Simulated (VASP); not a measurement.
A run of VASP 6.6.1 is set up as follows.

Contents of INCAR:

```
SYSTEM = YSe
ALGO = Normal
EDIFF = 1E-6
ENCUT = 520
ISIF = 2
ISMEAR = 0
LASPH = .TRUE.
LCHARG = .TRUE.
LELF = .TRUE.
LREAL = .FALSE.
LVHAR = .TRUE.
LWAVE = .FALSE.
NBANDS = 16
NELM = 100
PREC = Accurate
SIGMA = 0.1
```

KPOINTS

```
k-points
0
G
  7 7 7
  0 0 0
```

POSCAR

```
YSe
1.0
    0.0000000000      2.8226950003      2.8226950003
    2.8226950003      0.0000000000      2.8226950003
    2.8226950003      2.8226950003      0.0000000000
Y Se
1 1
Direct
    0.5000000000      0.5000000000      0.5000000000
    0.0000000000      0.0000000000      0.0000000000
```

Potentials or basis: VASP PAW LDA potentials, release 64 (Y_sv, Se).

Command:

```bash
$ cat potpaw_LDA.64/Y_sv/POTCAR potpaw_LDA.64/Se/POTCAR > POTCAR
$ mpirun -np 1 vasp_std > vasp.out
```

Question: What does it give for the pressure?

Answer: 0.1 GPa.
